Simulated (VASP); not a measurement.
Set up this calculation in VASP 6.6.1, as the native input.

```yaml
Task: single point
Functional: PBE
Potentials_or_basis: VASP PAW PBE potentials, release 64 (Be, Co)
Cutoff: 520 eV
k_mesh: 6 × 6 × 6
Occupations: gaussian, width 0.002 eV
Spin: collinear spin, ferromagnetic start
Starting_moments: "[0.0, 0.0, 1.19] μB"
Dipole_correction: no
Further_INCAR_settings: ALGO = Fast; EDIFF = 1e-06; NBANDS = 18
```

The structure of Be2Co lies in POSCAR:

```
Be2Co
1.0
    0.0000000000      1.9194920000      5.3325430000
    1.3384940000      0.0000000000      5.3325430000
    1.3384940000      1.9194920000      0.0000000000
Be Co
2 1
Direct
    0.3360580000      0.3360580000      0.6639420000
    0.6639420000      0.6639420000      0.3360580000
    0.0000000000      0.0000000000      0.0000000000
```

The input as run:

INCAR

```
SYSTEM = Be2Co
ALGO = Fast
EDIFF = 1E-6
ENCUT = 520
GGA = PE
ISIF = 2
ISMEAR = 0
ISPIN = 2
LASPH = .TRUE.
LCHARG = .TRUE.
LELF = .TRUE.
LMAXMIX = 4
LORBIT = 11
LREAL = .FALSE.
LVHAR = .TRUE.
LWAVE = .FALSE.
MAGMOM = 0 0 1.19
NBANDS = 18
NELM = 150
PREC = Accurate
SIGMA = 0.002
```

KPOINTS

```
k-points
0
G
  6 6 6
  0 0 0
```

Potentials or basis: VASP PAW PBE potentials, release 64 (Be, Co).

Run with:

```bash
$ cat potpaw_PBE.64/Be/POTCAR potpaw_PBE.64/Co/POTCAR > POTCAR
$ mpirun -np 1 vasp_std > vasp.out
```

It gave:

| Property | Result |
| --- | --- |
| Pressure | -0.7 GPa |
| Largest force | 0.109 eV/Å |
| Net moment | 1.06 μB per cell |
| Site moments | Be -0.01; Co +1.07 μB |
| Valence electrons inside the program's atomic spheres | Be 1.06; Co 8.51 |

Caveat: the k points lie up to 0.49 Å⁻¹ apart.

Run time: 2.3 min on 1 thread of AMD EPYC 7R13 Processor (Zen 3), on a shared host, peak memory 0.19 GiB.
